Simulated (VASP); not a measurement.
# Hf5Cl2 (P6_3/mmc) in VASP: single point with PBE

Aim: the single point of Hf5Cl2 with PBE.

Program: VASP 6.6.1. These are calculated values, not measurements. Logs are shortened: lines on timing, memory, paths and dates and some standing lists are left out, and cuts for length are marked.

**1. The cell of the first run**

The structure is hexagonal, space group P6_3/mmc (No. 194). The conventional cell has a = 3.294 Å, b = 3.294 Å, c = 35.263 Å, α = 90.00°, β = 90.00°, γ = 120.00°. Within 3.5 Å of Hf (site symmetry 3m) lie 3 Cl at 2.62 Å and 9 Hf at 3.07 to 3.29 Å. Hf (site symmetry -6m2) has 12 Hf at 3.16 to 3.29 Å within 4.2 Å. Within 4.0 Å of Hf (site symmetry 3m) lie 12 Hf at 3.07 to 3.29 Å. Cl (site symmetry 3m) has 3 Hf at 2.62 Å and 6 Cl at 3.29 Å within 3.5 Å.

**2. Single point, PBE**

Input file INCAR:

```
SYSTEM = Hf5Cl2
PREC = Accurate
ENCUT = 520
EDIFF = 1E-7
ISMEAR = 0
SIGMA = 0.1
LREAL = .FALSE.
LASPH = .TRUE.
NELM = 100
ALGO = Fast
ISIF = 2
LWAVE = .FALSE.
LCHARG = .FALSE.
GGA = PE
NBANDS = 77
```

Input file KPOINTS:

```
Automatic mesh
0
G
  12 12 1
  0 0 0
```

Input file POSCAR:

```
Hf5Cl2
1.0
    3.2938761729      0.0000000000      0.0000000000
   -1.6469380865      2.8525804426      0.0000000000
    0.0000000000      0.0000000000     35.2631161246
Hf Cl
10 4
Direct
    0.3333333333      0.6666666667      0.1101474807
    0.3333333333      0.6666666667      0.2500000000
    0.0000000000      0.0000000000      0.1784476297
    0.3333333333      0.6666666667      0.3898525193
    0.0000000000      0.0000000000      0.3215523703
    0.6666666667      0.3333333333      0.8898525193
    0.0000000000      0.0000000000      0.8215523703
    0.6666666667      0.3333333333      0.6101474807
    0.6666666667      0.3333333333      0.7500000000
    0.0000000000      0.0000000000      0.6784476297
    0.6666666667      0.3333333333      0.0592135210
    0.6666666667      0.3333333333      0.4407864790
    0.3333333333      0.6666666667      0.9407864790
    0.3333333333      0.6666666667      0.5592135210
```

Potentials or basis: VASP PAW PBE potentials, release 64 (Hf_pv, Cl).

The run is started by

```console
$ cat potpaw_PBE.64/Hf_pv/POTCAR potpaw_PBE.64/Cl/POTCAR > POTCAR
$ mpirun -np 1 vasp_std > vasp.out
```

OUTCAR:

```text
SYSTEM = Hf5Cl2
   PREC = Accurate
   ENCUT = 520
   EDIFF = 1E-7
   ISMEAR = 0
   LREAL = .FALSE.
   LASPH = .TRUE.
   NELM = 100
   ISIF = 2
   GGA = PE

 ion  position               nearest neighbor table
   1  0.333  0.667  0.110-  11 2.62  11 2.62  11 2.62   3 3.07   3 3.07   3 3.07
   2  0.333  0.667  0.250-   3 3.16   5 3.16   3 3.16   5 3.16   3 3.16   5 3.16
   3  0.000  0.000  0.178-   1 3.07   1 3.07   1 3.07   2 3.16   2 3.16   2 3.16
   4  0.333  0.667  0.390-  12 2.62  12 2.62  12 2.62   5 3.07   5 3.07   5 3.07
   5  0.000  0.000  0.322-   4 3.07   4 3.07   4 3.07   2 3.16   2 3.16   2 3.16
   6  0.667  0.333  0.890-  13 2.62  13 2.62  13 2.62   7 3.07   7 3.07   7 3.07
   7  0.000  0.000  0.822-   6 3.07   6 3.07   6 3.07   9 3.16   9 3.16   9 3.16
   8  0.667  0.333  0.610-  14 2.62  14 2.62  14 2.62  10 3.07  10 3.07  10 3.07
   9  0.667  0.333  0.750-   7 3.16  10 3.16   7 3.16  10 3.16   7 3.16  10 3.16
  10  0.000  0.000  0.678-   8 3.07   8 3.07   8 3.07   9 3.16   9 3.16   9 3.16
  11  0.667  0.333  0.059-   1 2.62   1 2.62   1 2.62
  12  0.667  0.333  0.441-   4 2.62   4 2.62   4 2.62
  13  0.333  0.667  0.941-   6 2.62   6 2.62   6 2.62
  14  0.333  0.667  0.559-   8 2.62   8 2.62   8 2.62

  LATTYP: Found a hexagonal cell.
 ALAT       =     3.2938761729
 C/A-ratio  =    10.7056593125

  Lattice vectors:

 A1 = (   3.2938761729,   0.0000000000,   0.0000000000)
 A2 = (  -1.6469380865,   2.8525804426,   0.0000000000)
 A3 = (   0.0000000000,   0.0000000000,  35.2631161246)

Analysis of symmetry for initial positions (statically):
=====================================================================
 Subroutine PRICEL returns:
 Original cell was already a primitive cell.

 Routine SETGRP: Setting up the symmetry group for a
 hexagonal supercell.

 Subroutine GETGRP returns: Found 24 space group operations
 (whereof 12 operations were pure point group operations)
 out of a pool of 24 trial point group operations.

The static configuration has the point symmetry D_3d.
 The point group associated with its full space group is D_6h.

Analysis of symmetry for dynamics (positions and initial velocities):
=====================================================================
 Subroutine PRICEL returns:
 Original cell was already a primitive cell.

 Routine SETGRP: Setting up the symmetry group for a
 hexagonal supercell.

 Subroutine GETGRP returns: Found 24 space group operations
 (whereof 12 operations were pure point group operations)
 out of a pool of 24 trial point group operations.

The dynamic configuration has the point symmetry D_3d.
 The point group associated with its full space group is D_6h.

 Subroutine INISYM returns: Found 24 space group operations
 (whereof 12 operations are pure point group operations),
 and found     1 'primitive' translations

----------------------------------------------------------------------------------------

                                     Primitive cell

  volume of cell :     331.3339

  direct lattice vectors                    reciprocal lattice vectors
     3.293876173  0.000000000  0.000000000     0.303593683  0.175279895  0.000000000
    -1.646938087  2.852580443  0.000000000     0.000000000  0.350559790  0.000000000
     0.000000000  0.000000000 35.263116125     0.000000000  0.000000000  0.028358243

  length of vectors
     3.293876173  3.293876173 35.263116125     0.350559790  0.350559790  0.028358243

  position of ions in fractional coordinates (direct lattice)
     0.333333333  0.666666667  0.110147481
     0.333333333  0.666666667  0.250000000
     0.000000000  0.000000000  0.178447630
     0.333333333  0.666666667  0.389852519
     0.000000000  0.000000000  0.321552370
     0.666666667  0.333333333  0.889852519
     0.000000000  0.000000000  0.821552370
     0.666666667  0.333333333  0.610147481
     0.666666667  0.333333333  0.750000000
     0.000000000  0.000000000  0.678447630
     0.666666667  0.333333333  0.059213521
     0.666666667  0.333333333  0.440786479
     0.333333333  0.666666667  0.940786479
     0.333333333  0.666666667  0.559213521

  ion indices of the primitive-cell ions
   primitive index   ion index
                 1           1
                 2           2
                 3           3
                 4           4
                 5           5
                 6           6
                 7           7
                 8           8
                 9           9
                10          10
                11          11
                12          12
                13          13
                14          14

----------------------------------------------------------------------------------------

 KPOINTS: Automatic mesh

Automatic generation of k-mesh.
 Grid dimensions read from file:
 generate k-points for:   12   12    1

 Generating k-lattice:

  Cartesian coordinates                     Fractional coordinates (reciprocal lattice)
     0.025299474  0.014606658  0.000000000     0.083333333 -0.000000000  0.000000000
     0.000000000  0.029213316  0.000000000     0.000000000  0.083333333  0.000000000
     0.000000000  0.000000000  0.028358243     0.000000000  0.000000000  1.000000000

  Length of vectors
     0.029213316  0.029213316  0.028358243

  Shift w.r.t. Gamma in fractional coordinates (k-lattice)
     0.000000000  0.000000000  0.000000000

 Subroutine IBZKPT returns following result:
 ===========================================

 Found     19 irreducible k-points:

 Following reciprocal coordinates:
            Coordinates               Weight
  0.000000  0.000000  0.000000      1.000000
  0.083333  0.000000  0.000000      6.000000
  0.166667  0.000000  0.000000      6.000000
  0.250000 -0.000000  0.000000      6.000000
  0.333333 -0.000000  0.000000      6.000000
  0.416667 -0.000000  0.000000      6.000000
[... 11 lines left out ...]
  0.333333  0.250000  0.000000     12.000000
  0.333333  0.333333  0.000000      2.000000
   k-points           NKPTS =     19   k-points in BZ     NKDIM =     19   number of bands    NBANDS=     77
   number of dos      NEDOS =    301   number of ions     NIONS =     14
   total plane-waves  NPLWV = 155520
   dimension x,y,z NGX =    24 NGY =   24 NGZ =  270
   dimension x,y,z NGXF=    48 NGYF=   48 NGZF=  540
   ions per type =              10   4
   NGX,Y,Z   is equivalent  to a cutoff of  12.11, 12.11, 12.73 a.u.
   NGXF,Y,Z  is equivalent  to a cutoff of  24.23, 24.23, 25.46 a.u.
 SYSTEM =  Hf5Cl2
   PREC   = accura    normal or accurate (medium, high low for compatibility)
   ISTART =      0    job   : 0-new  1-cont  2-samecut
   ICHARG =      2    charge: 1-file 2-atom 10-const
   ISPIN  =      1    spin polarized calculation?
   LNONCOLLINEAR =      F non collinear calculations
   LSORBIT =      F    spin-orbit coupling
   LASPH  =      T    aspherical Exc in radial PAW
   ENCUT  =  520.0 eV  38.22 Ry    6.18 a.u.   6.12  6.12 65.57*2*pi/ulx,y,z
   NELM   =    100;   NELMIN=  2; NELMDL= -5     # of ELM steps
   EDIFF  = 0.1E-06   stopping-criterion for ELM
   LREAL  =      F    real-space projection
   EDIFFG = 0.1E-05   stopping-criterion for IOM
   NSW    =      0    number of steps for IOM
   IBRION =     -1    ionic relax: 0-MD 1-quasi-New 2-CG
   NFREE  =      0    steps in history (QN), initial steepest desc. (CG)
   ISIF   =      2    stress and relaxation
   ISYM   =      2    0-nonsym 1-usesym 2-fastsym
   POTIM  = 0.5000    time-step for ionic-motion
   TEBEG  =    0.0;   TEEND  =   0.0 temperature during run
   PSTRESS=    0.0 pullay stress
   NELECT =     128.0000    total number of electrons
   NUPDOWN=      -1.0000    fix difference up-down
   EMIN   =  10.00;   EMAX   =-10.00  energy-range for DOS
   EFERMI =   0.00;   METHOD = LEGACY
   ISMEAR =     0;   SIGMA  =   0.10  broadening in eV -4-tet -1-fermi 0-gaus
   EFERMI_NEDOS =   21; number of points for ismear=-14 and -15
   IALGO  =     68    algorithm
   IMIX   =      4    mixing-type and parameters
     AMIX     =   0.40;   BMIX     =  1.00
     AMIX_MAG =   1.60;   BMIX_MAG =  1.00
  volume/ion in A,a.u.               =      23.67       159.71
  Fermi-wavevector in a.u.,A,eV,Ry     =   1.192311  2.253141 19.342116  1.421605
  Thomas-Fermi vector in A             =   2.328352
   LORBIT       =      0    0 simple, 1 ext, 2 COOP (PROOUT), +10 PAW based schemes
   GGA     = PE    functional components
   LHFCALC =     F    Hartree Fock is set to
   AEXX    =    0.0000 exact exchange contribution
   IVDW    =     0    specifies the selected vdW correction
   LEPSILON=     F    determine dielectric tensor
   LRPA    =     F    only Hartree local field effects (RPA)
 non-spin polarized calculation
 RMM-DIIS sequential band-by-band and
 Gauss-broadening in eV      SIGMA  =   0.10
  energy-cutoff  :      520.00
  volume of cell :      331.33
 maximum number of plane-waves:      8994
   NGX = 13   NGY = 13   NGZ =131

 number of electron     127.9999991 magnetization

 Free energy of the ion-electron system (eV)
  ---------------------------------------------------
  ext. energy  EPLUGINS =         0.00000000
  ---------------------------------------------------
  free energy    TOTEN  =      -116.15197914 eV

  energy without entropy =     -116.11258316  energy(sigma->0) =     -116.13228115

 E-fermi :   4.4724     XC(G=0): -10.1603

 val. band max:        4.4647511789   @ k =   0.1667   0.0000   0.0000
 cond. band min:       4.5207602694   @ k =   0.3333   0.2500   0.0000
 fundamental gap:      0.0560090905
 Fermi energy:         4.4724115876

 k-point     1 :       0.0000    0.0000    0.0000
  band No.  band energies     occupation
      1     -26.9241      2.00000
      2     -26.9241      2.00000
      3     -26.9104      2.00000
      4     -26.9104      2.00000
      5     -26.5147      2.00000
      6     -26.5147      2.00000
[... 68 lines left out ...]
     75       5.8099      0.00000
     76       5.8119      0.00000

 k-point     2 :       0.0833    0.0000    0.0000
  band No.  band energies     occupation
      1     -26.9144      2.00000
      2     -26.9144      2.00000
      3     -26.9027      2.00000
      4     -26.9027      2.00000
      5     -26.5245      2.00000
      6     -26.5245      2.00000
[... 68 lines left out ...]
     75       5.8044      0.00000
     76       5.8493      0.00000

 k-point     3 :       0.1667    0.0000    0.0000
  band No.  band energies     occupation
      1     -26.8884      2.00000
      2     -26.8884      2.00000
      3     -26.8818      2.00000
      4     -26.8818      2.00000
      5     -26.5891      2.00000
      6     -26.5891      2.00000
[... 1253 lines left out ...]
     75       6.3953      0.00000
     76       6.3972      0.00000

 k-point    19 :       0.3333    0.3333    0.0000
  band No.  band energies     occupation
      1     -26.7868      2.00000
      2     -26.7868      2.00000
      3     -26.7824      2.00000
      4     -26.7824      2.00000
      5     -26.7794      2.00000
      6     -26.7794      2.00000
[... 68 lines left out ...]
     75       6.5819      0.00000
     76       6.5827      0.00000
 [bands above 76 left out]

------------------------ aborting loop because EDIFF is reached ----------------------------------------

  FORCE on cell =-STRESS in cart. coord.  units (eV):
  Direction    XX          YY          ZZ          XY          YZ          ZX
  --------------------------------------------------------------------------------------
  -------------------------------------------------------------------------------------
  Total       -0.9743172     -0.9743172     -1.1275869      0.0000000     -0.0000000      0.0000000
  in kB       -4.7113470     -4.7113470     -5.4524883      0.0000000     -0.0000000      0.0000000
  external PRESSURE =      -4.9583941 kB  Pullay stress =       0.0000000 kB

 VOLUME and BASIS-vectors are now :
 -----------------------------------------------------------------------------
  energy-cutoff  :      520.00
  volume of cell :      331.33
      direct lattice vectors                 reciprocal lattice vectors
     3.293876173  0.000000000  0.000000000     0.303593683  0.175279895  0.000000000
    -1.646938087  2.852580443  0.000000000     0.000000000  0.350559790  0.000000000
     0.000000000  0.000000000 35.263116125     0.000000000  0.000000000  0.028358243

 POSITION                                       TOTAL-FORCE (eV/Angst)
 -----------------------------------------------------------------------------------
     -0.00000      1.90172      3.88414         0.000000     -0.000000     -0.021104
     -0.00000      1.90172      8.81578        -0.000000     -0.000000      0.000000
      0.00000      0.00000      6.29262        -0.000000      0.000000     -0.013382
     -0.00000      1.90172     13.74741        -0.000000     -0.000000      0.021104
      0.00000      0.00000     11.33894        -0.000000     -0.000000      0.013382
      1.64694      0.95086     31.37897        -0.000000      0.000000      0.021104
      0.00000      0.00000     28.97050         0.000000     -0.000000      0.013382
      1.64694      0.95086     21.51570        -0.000000      0.000000     -0.021104
      1.64694      0.95086     26.44734         0.000000      0.000000      0.000000
      0.00000      0.00000     23.92418         0.000000      0.000000     -0.013382
      1.64694      0.95086      2.08805        -0.000000      0.000000      0.059392
      1.64694      0.95086     15.54350        -0.000000     -0.000000     -0.059392
     -0.00000      1.90172     33.17506         0.000000      0.000000     -0.059392
     -0.00000      1.90172     19.71961         0.000000     -0.000000      0.059392
 -----------------------------------------------------------------------------------
    total drift:                               -0.000000      0.000000     -0.000000

  FREE ENERGIE OF THE ION-ELECTRON SYSTEM (eV)
  ---------------------------------------------------
  free  energy   TOTEN  =      -116.1519791352 eV

  energy  without entropy=     -116.1125831605  energy(sigma->0) =     -116.13228115
```

It took 32 min on 1 thread of Oxide Virtual Turin-like, shared host; peak memory 0.57 GiB.

What came out:

```yaml
Free_energy: -116.1520 eV
Pressure: -0.5 GPa
Largest_force: 0.059 eV/Å
Band_gap_on_the_k_mesh: zero (bands 64 and 65 overlap by 1.11 eV)
```

Forces in eV/Å, atoms in the order of the input:
```
Hf   0.000  0.000 -0.021
Hf   0.000  0.000  0.000
Hf   0.000  0.000 -0.013
Hf   0.000  0.000  0.021
Hf   0.000  0.000  0.013
Hf   0.000  0.000  0.021
Hf   0.000  0.000  0.013
Hf   0.000  0.000 -0.021
Hf   0.000  0.000  0.000
Hf   0.000  0.000 -0.013
Cl   0.000  0.000  0.059
Cl   0.000  0.000 -0.059
Cl   0.000  0.000 -0.059
Cl   0.000  0.000  0.059
```

Levels at points of the mesh, in eV from the Fermi level:
```csv
k point,band 60,band 61,band 62,band 63,band 64,band 65,band 66,band 67,band 68,band 69
"(0.00, 0.00, 0.00)",0.29,0.75,0.75,0.75,0.75,0.87,0.87,0.87,0.87,0.95
"(0.50, 0.00, 0.00)",-1.16,-0.99,-0.99,-0.93,-0.93,0.57,0.58,0.67,0.67,0.78
```

Caveat: spin-orbit coupling is left out, which moves the levels of the heavy elements; this functional lacks dispersion, which binds layers or chains, so the pressure and a relaxed spacing across them are unreliable.

The gap in the log of VASP goes by the Fermi energy; the results here count the filled bands.